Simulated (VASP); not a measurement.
# Pt (R-3m) in VASP: notebook, part 2 of 2

VASP 6.6.1.

### 3 Single point, PBE

This run uses another cell than the first one, of 15.61 Å³/atom.

File INCAR:

```
SYSTEM = Pt
PREC     = Accurate       ! precision mode
ENCUT    = 520            ! plane-wave cutoff, eV
EDIFF    = 1E-7           ! SCF threshold, eV
ISMEAR   = 0              ! smearing method
SIGMA    = 0.15           ! smearing width, eV
LREAL    = .FALSE.        ! projectors in reciprocal space
LASPH    = .TRUE.         ! aspherical terms in the spheres
NELM     = 100            ! most SCF steps
ALGO     = Normal         ! electronic algorithm
ISIF     = 2              ! what is computed and relaxed
LWAVE    = .FALSE.        ! write WAVECAR
LCHARG   = .FALSE.        ! write CHGCAR
GGA      = PE             ! functional
NBANDS   = 11             ! bands
```

File KPOINTS:

```
regular mesh
0
G
  20 20 20
  0 0 0
```

File POSCAR:

```
Pt
1.0
    0.0992482356      2.0345888293      2.0345888293
    2.0345888293      0.0992482356      2.0345888293
    2.0345888293      2.0345888293      0.0992482356
Pt
1
Direct
    0.0000000000      0.0000000000      0.0000000000
```

Potentials or basis: VASP PAW PBE potentials, release 64 (Pt).

On the command line:

```console
$ cat potpaw_PBE.64/Pt/POTCAR > POTCAR
$ mpirun -np 1 vasp_std > vasp.out
```

OUTCAR:

```text
SYSTEM = Pt
   PREC = Accurate
   ENCUT = 520
   EDIFF = 1E-7
   ISMEAR = 0
   LREAL = .FALSE.
   LASPH = .TRUE.
   NELM = 100
   ISIF = 2
   GGA = PE

 ion  position               nearest neighbor table
   1  0.000  0.000  0.000-

  LATTYP: Found a trigonal (rhomboedric) cell.
 ALAT       =     2.8790542928
 COS(alpha) =     0.5481283423

  Lattice vectors:

 A1 = (   0.0992482356,   2.0345888293,   2.0345888293)
 A2 = (   2.0345888293,   0.0992482356,   2.0345888293)
 A3 = (   2.0345888293,   2.0345888293,   0.0992482356)

Analysis of symmetry for initial positions (statically):
=====================================================================
 Subroutine PRICEL returns:
 Original cell was already a primitive cell.

 Routine SETGRP: Setting up the symmetry group for a
 trigonal (rhombohedral) supercell.

 Subroutine GETGRP returns: Found 12 space group operations
 (whereof 12 operations were pure point group operations)
 out of a pool of 12 trial point group operations.

The static configuration has the point symmetry D_3d.

Analysis of symmetry for dynamics (positions and initial velocities):
[... 168 lines left out ...]
      2       6.4889      2.00000
      3       7.1964      2.00000
      4       7.1964      2.00000
      5       9.1707      2.00000
      6       9.1707      2.00000
      7      25.1699      0.00000
      8      28.7215      0.00000
      9      30.9705      0.00000
     10      30.9705      0.00000
     11      35.3211      0.00000
[... 309 lines left out ...]
 k-point    24 :      -0.3500    0.0500    0.0000
  band No.  band energies     occupation
      1       3.7294      2.00000
      2       6.6842      2.00000
      3       7.6269      2.00000
      4       8.0084      2.00000
      5       9.6877      2.00000
      6      10.6713      0.45486
      7      19.8999      0.00000
      8      25.6679      0.00000
      9      29.6532      0.00000
     10      31.0927      0.00000
     11      35.1546      0.00000

 [... further k-points ...]

------------------------ aborting loop because EDIFF is reached ----------------------------------------

  FORCE on cell =-STRESS in cart. coord.  units (eV):
  Direction    XX          YY          ZZ          XY          YZ          ZX
  --------------------------------------------------------------------------------------
  -------------------------------------------------------------------------------------
  Total        0.1564217      0.1564217      0.1564217     -0.3586007     -0.3586007     -0.3586007
  in kB       16.0516839     16.0516839     16.0516839    -36.7989017    -36.7989017    -36.7989017
  external PRESSURE =      16.0516839 kB  Pullay stress =       0.0000000 kB

 VOLUME and BASIS-vectors are now :
 -----------------------------------------------------------------------------
  energy-cutoff  :      520.00
  volume of cell :       15.61
      direct lattice vectors                 reciprocal lattice vectors
     0.099248236  2.034588829  2.034588829    -0.264503707  0.252201209  0.252201209
     2.034588829  0.099248236  2.034588829     0.252201209 -0.264503707  0.252201209
     2.034588829  2.034588829  0.099248236     0.252201209  0.252201209 -0.264503707

 POSITION                                       TOTAL-FORCE (eV/Angst)
 -----------------------------------------------------------------------------------
      0.00000      0.00000      0.00000        -0.000000      0.000000     -0.000000
 -----------------------------------------------------------------------------------
    total drift:                               -0.000000      0.000000     -0.000000

  FREE ENERGIE OF THE ION-ELECTRON SYSTEM (eV)
  ---------------------------------------------------
  free  energy   TOTEN  =        -6.0841972129 eV

  energy  without entropy=       -6.0652413216  energy(sigma->0) =       -6.07471927
```

OSZICAR:

```text
N       E                     dE             d eps       ncg     rms          rms(c)
DAV:   1     0.399992745015E+02    0.39999E+02   -0.53757E+03 17582   0.843E+02
DAV:   2    -0.584456378641E+01   -0.45844E+02   -0.43969E+02 19602   0.176E+02
DAV:   3    -0.646356436310E+01   -0.61900E+00   -0.61443E+00 20107   0.195E+01
DAV:   4    -0.646603506108E+01   -0.24707E-02   -0.24705E-02 19764   0.145E+00
DAV:   5    -0.646605544233E+01   -0.20381E-04   -0.20383E-04 20240   0.123E-01    0.117E+01
DAV:   6    -0.612233532039E+01    0.34372E+00   -0.82108E-01 18502   0.712E+00    0.621E+00
DAV:   7    -0.608744112629E+01    0.34894E-01   -0.13223E-01 19969   0.278E+00    0.247E+00
DAV:   8    -0.608438092506E+01    0.30602E-02   -0.54361E-03 18844   0.627E-01    0.530E-01
DAV:   9    -0.608419147595E+01    0.18945E-03   -0.17524E-04 19279   0.114E-01    0.191E-02
DAV:  10    -0.608419781582E+01   -0.63399E-05   -0.41653E-06 20425   0.147E-02    0.175E-02
DAV:  11    -0.608419746960E+01    0.34622E-06   -0.82434E-08 19065   0.269E-03    0.627E-03
DAV:  12    -0.608419721356E+01    0.25604E-06   -0.43677E-08 10406   0.173E-03    0.159E-04
DAV:  13    -0.608419721291E+01    0.64881E-09   -0.95449E-10  9539   0.270E-04
   1 F= -.60841972E+01 E0= -.60747193E+01  d E =-.189559E-01
```

stdout:

```text
POSCAR found type information on POSCAR Pt
 POSCAR found :  1 types and       1 ions
 scaLAPACK will be used
 LDA part: xc-table for (Slater+PW92), standard interpolation
 POSCAR, INCAR and KPOINTS ok, starting setup
 FFT: planning ... GRIDC
 FFT: planning ... GRID_SOFT
 FFT: planning ... GRID
 WAVECAR not read
 entering main loop
```

Run time: 1.8 min. Hardware: 1 thread of Intel Xeon 8259CL, shared host; peak memory 0.26 GiB.

What came out:

* Free energy: -6.0842 eV
* Pressure: 1.6 GPa
* Band gap on the k mesh: zero (bands 5 and 6 overlap by 2.20 eV)

Caveat: spin-orbit coupling is left out, which moves the levels of the heavy elements.

### 4 Single point, PBE

This run uses another cell than the first one, of 15.61 Å³/atom.

INCAR, as its differences from that of step 3:

```diff
@@ -3,3 +3,3 @@
 ENCUT    = 520            ! plane-wave cutoff, eV
-EDIFF    = 1E-7           ! SCF threshold, eV
+EDIFF    = 1E-6           ! SCF threshold, eV
 ISMEAR   = 0              ! smearing method
@@ -8,3 +8,3 @@
 LASPH    = .TRUE.         ! aspherical terms in the spheres
-NELM     = 100            ! most SCF steps
+NELM     = 80             ! most SCF steps
 ALGO     = Normal         ! electronic algorithm
```

KPOINTS is that of step 3.

File POSCAR:

```
Pt
1.0
   -0.0992482356      1.9353405937      1.9353405937
    1.9353405937     -0.0992482356      1.9353405937
    1.9353405937      1.9353405937     -0.0992482356
Pt
1
Direct
    0.0000000000      0.0000000000      0.0000000000
```

Potentials or basis: VASP PAW PBE potentials, release 64 (Pt).

On the command line:

```console
$ cat potpaw_PBE.64/Pt/POTCAR > POTCAR
$ mpirun -np 1 vasp_std > vasp.out
```

OUTCAR:

```text
SYSTEM = Pt
   PREC = Accurate
   ENCUT = 520
   EDIFF = 1E-6
   ISMEAR = 0
   LREAL = .FALSE.
   LASPH = .TRUE.
   NELM = 80
   ISIF = 2
   GGA = PE

 ion  position               nearest neighbor table
   1  0.000  0.000  0.000-

  LATTYP: Found a trigonal (rhomboedric) cell.
 ALAT       =     2.7387837884
 COS(alpha) =     0.4481286934

  Lattice vectors:

 A1 = (  -0.0992482356,   1.9353405937,   1.9353405937)
 A2 = (   1.9353405937,  -0.0992482356,   1.9353405937)
 A3 = (   1.9353405937,   1.9353405937,  -0.0992482356)

Analysis of symmetry for initial positions (statically):
=====================================================================
 Subroutine PRICEL returns:
 Original cell was already a primitive cell.

 Routine SETGRP: Setting up the symmetry group for a
 trigonal (rhombohedral) supercell.

 Subroutine GETGRP returns: Found 12 space group operations
 (whereof 12 operations were pure point group operations)
 out of a pool of 12 trial point group operations.

The static configuration has the point symmetry D_3d.

Analysis of symmetry for dynamics (positions and initial velocities):
=====================================================================
 Subroutine PRICEL returns:
 Original cell was already a primitive cell.

 Routine SETGRP: Setting up the symmetry group for a
 trigonal (rhombohedral) supercell.

 Subroutine GETGRP returns: Found 12 space group operations
 (whereof 12 operations were pure point group operations)
 out of a pool of 12 trial point group operations.

The dynamic configuration has the point symmetry D_3d.

 Subroutine INISYM returns: Found 12 space group operations
 (whereof 12 operations are pure point group operations),
 and found     1 'primitive' translations

----------------------------------------------------------------------------------------

                                     Primitive cell

[... 112 lines left out ...]
   LORBIT       =      0    0 simple, 1 ext, 2 COOP (PROOUT), +10 PAW based schemes
   GGA     = PE    functional components
   LHFCALC =     F    Hartree Fock is set to
   AEXX    =    0.0000 exact exchange contribution
   IVDW    =     0    specifies the selected vdW correction
   LEPSILON=     F    determine dielectric tensor
   LRPA    =     F    only Hartree local field effects (RPA)
 non-spin polarized calculation
 Gauss-broadening in eV      SIGMA  =   0.15
  energy-cutoff  :      520.00
  volume of cell :       15.61
 maximum number of plane-waves:       446
   NGX = 11   NGY = 11   NGZ = 11

 number of electron      10.0000000 magnetization

 Free energy of the ion-electron system (eV)
  ---------------------------------------------------
  ext. energy  EPLUGINS =         0.00000000
  ---------------------------------------------------
  free energy    TOTEN  =        -6.08353991 eV

  energy without entropy =       -6.06516565  energy(sigma->0) =       -6.07435278

 E-fermi :  10.5997     XC(G=0): -13.2771

 val. band max:       10.5991793112   @ k =   0.5000   0.0500  -0.0000
 cond. band min:      10.6029900911   @ k =  -0.3500  -0.4500   0.3000
 fundamental gap:      0.0038107799
 Fermi energy:        10.5996686919

 k-point     1 :       0.0000    0.0000    0.0000
  band No.  band energies     occupation
      1       0.7780      2.00000
      2       6.6429      2.00000
      3       6.6429      2.00000
      4       7.6390      2.00000
      5       9.1598      2.00000
      6       9.1598      2.00000
      7      25.2624      0.00000
      8      29.3682      0.00000
      9      29.3682      0.00000
     10      31.8810      0.00000
     11      35.3576      0.00000
[... 309 lines left out ...]
 k-point    24 :      -0.3500    0.0500   -0.0000
  band No.  band energies     occupation
      1       3.5348      2.00000
      2       6.6015      2.00000
      3       7.6998      2.00000
      4       7.8775      2.00000
      5       9.9338      2.00000
      6      10.3587      1.97688
      7      19.0894      0.00000
      8      25.8734      0.00000
      9      29.6639      0.00000
     10      32.2885      0.00000
     11      35.7002      0.00000

 [... further k-points ...]

------------------------ aborting loop because EDIFF is reached ----------------------------------------

  FORCE on cell =-STRESS in cart. coord.  units (eV):
  Direction    XX          YY          ZZ          XY          YZ          ZX
  --------------------------------------------------------------------------------------
  -------------------------------------------------------------------------------------
  Total        0.1483784      0.1483784      0.1483784      0.3518886      0.3518886      0.3518886
  in kB       15.2272534     15.2272534     15.2272534     36.1123809     36.1123809     36.1123809
  external PRESSURE =      15.2272534 kB  Pullay stress =       0.0000000 kB

 VOLUME and BASIS-vectors are now :
 -----------------------------------------------------------------------------
  energy-cutoff  :      520.00
  volume of cell :       15.61
      direct lattice vectors                 reciprocal lattice vectors
    -0.099248236  1.935340594  1.935340594    -0.239282797  0.252217002  0.252217002
     1.935340594 -0.099248236  1.935340594     0.252217002 -0.239282797  0.252217002
     1.935340594  1.935340594 -0.099248236     0.252217002  0.252217002 -0.239282797

 POSITION                                       TOTAL-FORCE (eV/Angst)
 -----------------------------------------------------------------------------------
      0.00000      0.00000      0.00000         0.000000     -0.000000      0.000000
 -----------------------------------------------------------------------------------
    total drift:                                0.000000      0.000000      0.000000

  FREE ENERGIE OF THE ION-ELECTRON SYSTEM (eV)
  ---------------------------------------------------
  free  energy   TOTEN  =        -6.0835399134 eV

  energy  without entropy=       -6.0651656474  energy(sigma->0) =       -6.07435278
```

OSZICAR:

```text
N       E                     dE             d eps       ncg     rms          rms(c)
DAV:   1     0.398278872610E+02    0.39828E+02   -0.53528E+03 17521   0.844E+02
DAV:   2    -0.583962743363E+01   -0.45668E+02   -0.43716E+02 19651   0.176E+02
DAV:   3    -0.646087270916E+01   -0.62125E+00   -0.61640E+00 20044   0.195E+01
DAV:   4    -0.646341480029E+01   -0.25421E-02   -0.25419E-02 19764   0.147E+00
DAV:   5    -0.646343602837E+01   -0.21228E-04   -0.21229E-04 20275   0.125E-01    0.117E+01
DAV:   6    -0.612141312175E+01    0.34202E+00   -0.81997E-01 18532   0.710E+00    0.620E+00
DAV:   7    -0.608675148697E+01    0.34662E-01   -0.13142E-01 19897   0.277E+00    0.248E+00
DAV:   8    -0.608371939994E+01    0.30321E-02   -0.51575E-03 18871   0.612E-01    0.528E-01
DAV:   9    -0.608353421853E+01    0.18518E-03   -0.16000E-04 19327   0.110E-01    0.157E-02
DAV:  10    -0.608354022637E+01   -0.60078E-05   -0.41021E-06 20407   0.147E-02    0.160E-02
DAV:  11    -0.608353991341E+01    0.31296E-06   -0.58752E-08 10616   0.243E-03
   1 F= -.60835399E+01 E0= -.60743528E+01  d E =-.183743E-01
```

stdout:

```text
POSCAR found type information on POSCAR Pt
 POSCAR found :  1 types and       1 ions
 scaLAPACK will be used
 LDA part: xc-table for (Slater+PW92), standard interpolation
 POSCAR, INCAR and KPOINTS ok, starting setup
 FFT: planning ... GRIDC
 FFT: planning ... GRID_SOFT
 FFT: planning ... GRID
 WAVECAR not read
 entering main loop
```

It took 76 s on 1 thread of Intel Xeon 8259CL, shared host; peak memory 0.24 GiB.

Results:

```
Free energy            : -6.0835 eV
Pressure               : 1.5 GPa
Band gap on the k mesh : zero (bands 5 and 6 overlap by 2.48 eV)
```

Levels at points of the mesh, in eV from the Fermi level:
```
           k point  band 1  band 2  band 3  band 4  band 5  band 6  band 7  band 8  band 9  band 10
(0.00, 0.00, 0.00)   -9.82   -3.96   -3.96   -2.96   -1.44   -1.44   14.66   18.77   18.77    21.28
(0.50, 0.00, 0.00)   -7.04   -4.14   -3.02   -0.51   -0.29    0.18    5.33   14.50   18.44    19.90
(0.50, 0.50, 0.00)   -6.71   -6.26   -0.10    0.38    0.64    1.89    8.60   10.39   12.29    19.58
(0.50, 0.50, 0.50)   -6.79   -3.75   -3.75    0.26    0.26    0.37    6.70   13.73   17.67    17.67
```

Caveat: spin-orbit coupling is left out, which moves the levels of the heavy elements.

### 5 Overview

| cell | gap on the mesh (eV) | pressure (GPa) |
| --- | --- | --- |
| a = 2.851 Å, angles 56.7°, 1 atom | none | 10.0 |
| a = 2.879 Å, angles 56.8°, 1 atom | none | 1.6 |
| a = 2.739 Å, angles 63.4°, 1 atom | none | 1.5 |

Alike in all rows: task single point; level PBE; potentials or basis VASP PAW PBE potentials, release 64 (Pt); no spin polarisation; k mesh 20 × 20 × 20; cutoff (eV) 520; smearing gaussian 0.15 eV.

Caveats: spin-orbit coupling is left out, which moves the levels of the heavy elements; the cell stands under pressure (at least some runs).

Total energies depend on the potentials used, so only differences within one code and one set of settings carry meaning.
